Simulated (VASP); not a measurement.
# SrO (Fm-3m) in VASP: a series of runs

Runs on SrO. Level: r2SCAN. Tasks: single point.

Everything below comes from runs of VASP 6.6.1. Logs are shortened: lines on timing, memory, paths and dates and some standing lists are left out, and cuts for length are marked.

**1. The cell of the first run**

It takes space group Fm-3m (No. 225, cubic). The conventional cell has a = 5.160 Å, b = 5.160 Å, c = 5.160 Å, α = 90.00°, β = 90.00°, γ = 90.00°. Sr (site symmetry m-3m) has 6 O at 2.58 Å within 3.4 Å. Within 3.4 Å of O (site symmetry m-3m) lie 6 Sr at 2.58 Å.

**2. Single point, r2SCAN**

Input file POSCAR:

```
SrO
1.0
    0.0000000000      2.5798927166      2.5798927166
    2.5798927166      0.0000000000      2.5798927166
    2.5798927166      2.5798927166      0.0000000000
Sr O
1 1
Direct
    0.5000000000      0.5000000000      0.5000000000
    0.0000000000      0.0000000000      0.0000000000
```

Input file INCAR.step1:

```
ALGO = Normal
EDIFF = 1E-4
ENCUT = 520
GGA = PE
ISMEAR = 0
ISYM = 0
LASPH = T
LCHARG = F
LREAL = F
LWAVE = T
NBANDS = 15
NELM = 80
PREC = Accurate
SIGMA = 0.01
```

Input file INCAR.step2:

```
ALGO = Normal
EDIFF = 1E-6
ENCUT = 520
ISIF = 2
ISMEAR = 0
ISTART = 1
ISYM = 0
LASPH = T
LCHARG = F
LMIXTAU = T
LREAL = F
LWAVE = F
METAGGA = R2SCAN
NBANDS = 15
NELM = 80
PREC = Accurate
SIGMA = 0.01
```

Input file KPOINTS:

```
Automatic mesh
0
Gamma
  6 6 6
  0 0 0.5
```

Potentials or basis: VASP PAW PBE potentials, release 64 (Sr_sv, O).

Launch:

```console
> cat potpaw_PBE.64/Sr_sv/POTCAR potpaw_PBE.64/O/POTCAR > POTCAR
> cp INCAR.step1 INCAR
> mpirun -np 1 vasp_std > vasp.out
> cp INCAR.step2 INCAR
> mpirun -np 1 vasp_std > vasp.out
```

OUTCAR:

```text
EDIFF = 1E-6
   ENCUT = 520
   ISIF = 2
   ISMEAR = 0
   ISTART = 1
   ISYM = 0
   LASPH = T
   LREAL = F
   METAGGA = R2SCAN
   NELM = 80
   PREC = Accurate

 ion  position               nearest neighbor table
   1  0.500  0.500  0.500-   2 2.58   2 2.58   2 2.58   2 2.58   2 2.58   2 2.58
   2  0.000  0.000  0.000-   1 2.58   1 2.58   1 2.58   1 2.58   1 2.58   1 2.58

IMPORTANT INFORMATION: All symmetrisations will be switched off!
NOSYMM: (Re-)initialisation of all symmetry stuff for point group C_1.

----------------------------------------------------------------------------------------

                                     Primitive cell

  volume of cell :      34.3427

  direct lattice vectors                    reciprocal lattice vectors
     0.000000000  2.579892717  2.579892717    -0.193806509  0.193806509  0.193806509
     2.579892717  0.000000000  2.579892717     0.193806509 -0.193806509  0.193806509
     2.579892717  2.579892717  0.000000000     0.193806509  0.193806509 -0.193806509

  length of vectors
     3.648519269  3.648519269  3.648519269     0.335682720  0.335682720  0.335682720

  position of ions in fractional coordinates (direct lattice)
     0.500000000  0.500000000  0.500000000
     0.000000000  0.000000000  0.000000000

  ion indices of the primitive-cell ions
   primitive index   ion index
                 1           1
                 2           2

----------------------------------------------------------------------------------------

 KPOINTS: Automatic mesh

Automatic generation of k-mesh.
 Grid dimensions read from file:
 generate k-points for:    6    6    6

 Generating k-lattice:

  Cartesian coordinates                     Fractional coordinates (reciprocal lattice)
    -0.032301085  0.032301085  0.032301085     0.166666667  0.000000000  0.000000000
     0.032301085 -0.032301085  0.032301085     0.000000000  0.166666667  0.000000000
     0.032301085  0.032301085 -0.032301085     0.000000000  0.000000000  0.166666667

  Length of vectors
     0.055947120  0.055947120  0.055947120

  Shift w.r.t. Gamma in fractional coordinates (k-lattice)
     0.000000000  0.000000000  0.500000000

 Subroutine IBZKPT returns following result:
 ===========================================

 Found    432 irreducible k-points:

 Following reciprocal coordinates:
            Coordinates               Weight
  0.000000  0.000000  0.083333      2.000000
  0.083333  0.000000  0.000000      2.000000
  0.000000  0.083333  0.000000      2.000000
  0.083333  0.083333  0.083333      2.000000
[... 50 lines left out ...]
   NELECT =      16.0000    total number of electrons
   NUPDOWN=      -1.0000    fix difference up-down
   EMIN   =  10.00;   EMAX   =-10.00  energy-range for DOS
   EFERMI =   0.00;   METHOD = LEGACY
   ISMEAR =     0;   SIGMA  =   0.01  broadening in eV -4-tet -1-fermi 0-gaus
   EFERMI_NEDOS =   21; number of points for ismear=-14 and -15
   IALGO  =     38    algorithm
   IMIX   =      4    mixing-type and parameters
     AMIX     =   0.40;   BMIX     =  1.00
     AMIX_MAG =   1.60;   BMIX_MAG =  1.00
  volume/ion in A,a.u.               =      17.17       115.88
  Fermi-wavevector in a.u.,A,eV,Ry     =   1.269121  2.398292 21.914485  1.610669
  Thomas-Fermi vector in A             =   2.402180
   LORBIT       =      0    0 simple, 1 ext, 2 COOP (PROOUT), +10 PAW based schemes
   METAGGA = R2SCAN    functional components
   LHFCALC =     F    Hartree Fock is set to
   AEXX    =    0.0000 exact exchange contribution
   IVDW    =     0    specifies the selected vdW correction
   LEPSILON=     F    determine dielectric tensor
   LRPA    =     F    only Hartree local field effects (RPA)
 non-spin polarized calculation
 Gauss-broadening in eV      SIGMA  =   0.01
  energy-cutoff  :      520.00
  volume of cell :       34.34
 maximum number of plane-waves:       938
   NGX = 13   NGY = 13   NGZ = 13

 number of electron      15.9999998 magnetization

 Free energy of the ion-electron system (eV)
  ---------------------------------------------------
  ext. energy  EPLUGINS =         0.00000000
  ---------------------------------------------------
  free energy    TOTEN  =       -27.05570594 eV

  energy without entropy =      -27.05570594  energy(sigma->0) =      -27.05570594

 E-fermi :   1.2486     XC(G=0): -10.5330

 val. band max:        1.2054389305   @ k =   0.0000   0.0833   0.0000
 cond. band min:       5.2677234502   @ k =   0.0000   0.5000   0.4167
 fundamental gap:      4.0622845197
 Fermi energy:         1.2486267299

 k-point     1 :       0.0000    0.0000    0.0833
  band No.  band energies     occupation
      1     -32.2066      2.00000
      2     -14.8632      2.00000
      3     -13.2542      2.00000
      4     -13.2542      2.00000
      5     -13.1288      2.00000
      6       1.0900      2.00000
      7       1.2054      2.00000
      8       1.2054      2.00000
      9       6.1954      0.00000
     10       7.9610      0.00000
     11       8.1867      0.00000
     12       8.1867      0.00000
     13      10.5312      0.00000
     14      10.5312      0.00000
[... 401 lines left out ...]
      2     -15.6940      2.00000
      3     -13.3426      2.00000
      4     -13.3183      2.00000
      5     -12.5040      2.00000
      6      -0.2479      2.00000
      7       0.4914      2.00000
      8       0.6450      2.00000
      9       7.6298      0.00000
     10       8.6897      0.00000
     11       9.8316      0.00000
     12      10.0486      0.00000
     13      12.1437      0.00000
     14      12.6024      0.00000
     15      18.0158      0.00000

 [... further k-points ...]

------------------------ aborting loop because EDIFF is reached ----------------------------------------

  FORCE on cell =-STRESS in cart. coord.  units (eV):
  Direction    XX          YY          ZZ          XY          YZ          ZX
  --------------------------------------------------------------------------------------
  -------------------------------------------------------------------------------------
  Total        0.1079299      0.1079298      0.1079298     -0.0000505     -0.0000505     -0.0000505
  in kB        5.0352058      5.0352055      5.0352054     -0.0023578     -0.0023573     -0.0023575
  external PRESSURE =       5.0352055 kB  Pullay stress =       0.0000000 kB

 VOLUME and BASIS-vectors are now :
 -----------------------------------------------------------------------------
  energy-cutoff  :      520.00
  volume of cell :       34.34
      direct lattice vectors                 reciprocal lattice vectors
     0.000000000  2.579892717  2.579892717    -0.193806509  0.193806509  0.193806509
     2.579892717  0.000000000  2.579892717     0.193806509 -0.193806509  0.193806509
     2.579892717  2.579892717  0.000000000     0.193806509  0.193806509 -0.193806509

 POSITION                                       TOTAL-FORCE (eV/Angst)
 -----------------------------------------------------------------------------------
      2.57989      2.57989      2.57989         0.000000      0.000000      0.000000
      0.00000      0.00000      0.00000        -0.000000     -0.000000     -0.000000
 -----------------------------------------------------------------------------------
    total drift:                                0.000000      0.000000      0.000000

  FREE ENERGIE OF THE ION-ELECTRON SYSTEM (eV)
  ---------------------------------------------------
  free  energy   TOTEN  =       -27.0557059441 eV

  energy  without entropy=      -27.0557059441  energy(sigma->0) =      -27.05570594
```

OSZICAR.step1:

```text
N       E                     dE             d eps       ncg     rms          rms(c)
DAV:   1     0.617389351606E+02    0.61739E+02   -0.77623E+03 12992   0.100E+03
DAV:   2    -0.108196831798E+02   -0.72559E+02   -0.66548E+02 17977   0.214E+02
DAV:   3    -0.141944677483E+02   -0.33748E+01   -0.33587E+01 19845   0.392E+01
DAV:   4    -0.142486687967E+02   -0.54201E-01   -0.54195E-01 15321   0.398E+00
DAV:   5    -0.142491088422E+02   -0.44005E-03   -0.44004E-03 17298   0.301E-01    0.161E+01
DAV:   6    -0.121997542872E+02    0.20494E+01   -0.67010E+00 13219   0.194E+01    0.190E+01
DAV:   7    -0.120567251930E+02    0.14303E+00   -0.29879E-01 15438   0.487E+00    0.110E+01
DAV:   8    -0.120459968280E+02    0.10728E-01   -0.11963E-01 17475   0.346E+00    0.412E-01
DAV:   9    -0.120473230743E+02   -0.13262E-02   -0.58613E-03 15624   0.485E-01    0.233E-01
DAV:  10    -0.120477841506E+02   -0.46108E-03   -0.44070E-04 14353   0.198E-01    0.888E-02
DAV:  11    -0.120479345800E+02   -0.15043E-03   -0.15209E-04 14020   0.908E-02    0.276E-02
DAV:  12    -0.120479519060E+02   -0.17326E-04   -0.26431E-05 10190   0.387E-02
   1 F= -.12047952E+02 E0= -.12047952E+02  d E =-.387321E-57
```

It took 8.7 min on 1 thread of AMD EPYC 9R45 (Zen 5), shared host; peak memory 0.31 GiB.

What came out:

| Quantity | Value |
| --- | --- |
| Free energy | -27.0557 eV |
| Pressure | 0.5 GPa |
| Band gap on the k mesh | 4.06 eV, indirect (least direct gap 4.14 eV) |

Levels at points of the mesh, in eV from the valence-band top:
| k point | band 5 | band 6 | band 7 | band 8 | band 9 | band 10 | band 11 | band 12 |
| --- | --- | --- | --- | --- | --- | --- | --- | --- |
| (0.00, 0.00, 0.08) | -14.33 | -0.12 | 0.00 | 0.00 | 4.99 | 6.76 | 6.98 | 6.98 |

Caveat: the PAW data sets were made with another functional, which shifts forces and pressure a little. r2SCAN opens gaps a little over a GGA but as a rule still falls short of measured ones.

**3. Single point, r2SCAN**

POSCAR is that of step 2.

Input file INCAR.step1:

```
ALGO     = Normal         # electronic algorithm
EDIFF    = 1E-4           # SCF threshold, eV
ENCUT    = 520            # plane-wave cutoff, eV
GGA      = PE             # functional
ISMEAR   = 0              # smearing method
ISYM     = 0            
LASPH    = T              # aspherical terms in the spheres
LCHARG   = F              # write CHGCAR
LREAL    = F              # projectors in reciprocal space
LWAVE    = T              # write WAVECAR
NBANDS   = 15             # bands
NELM     = 80             # most SCF steps
PREC     = Accurate       # precision mode
SIGMA    = 0.01           # smearing width, eV
```

Input file INCAR.step2:

```
ALGO     = Normal         # electronic algorithm
EDIFF    = 1E-6           # SCF threshold, eV
ENCUT    = 520            # plane-wave cutoff, eV
ISIF     = 2              # what is computed and relaxed
ISMEAR   = 0              # smearing method
ISTART   = 1            
ISYM     = 0            
LASPH    = T              # aspherical terms in the spheres
LCHARG   = F              # write CHGCAR
LMIXTAU  = T            
LREAL    = F              # projectors in reciprocal space
LWAVE    = F              # write WAVECAR
METAGGA  = R2SCAN         # meta-GGA
NBANDS   = 15             # bands
NELM     = 80             # most SCF steps
PREC     = Accurate       # precision mode
SIGMA    = 0.01           # smearing width, eV
```

Input file KPOINTS:

```
Automatic mesh
0
Gamma
  6 6 6
  0.5 0.5 0.5
```

Potentials or basis: VASP PAW PBE potentials, release 64 (Sr_sv, O).

Launch:

```console
> cat potpaw_PBE.64/Sr_sv/POTCAR potpaw_PBE.64/O/POTCAR > POTCAR
> cp INCAR.step1 INCAR
> mpirun -np 1 vasp_std > vasp.out
> cp INCAR.step2 INCAR
> mpirun -np 1 vasp_std > vasp.out
```

Wall time 8.8 min (1 thread of AMD EPYC 9R45 (Zen 5), shared host); peak memory 0.32 GiB.

It converged, with:

* Free energy: -27.0557 eV
* Pressure: 0.5 GPa
* Band gap on the k mesh: 4.06 eV, indirect (least direct gap 4.14 eV)

Levels at points of the mesh, in eV from the valence-band top:
| k point | band 6 | band 7 | band 8 | band 9 | band 10 | band 11 |
| --- | --- | --- | --- | --- | --- | --- |
| (0.08, 0.08, 0.08) | -0.12 | 0.00 | 0.00 | 4.99 | 6.76 | 6.98 |

Caveat: the PAW data sets were made with another functional, which shifts forces and pressure a little. r2SCAN opens gaps a little over a GGA but as a rule still falls short of measured ones.
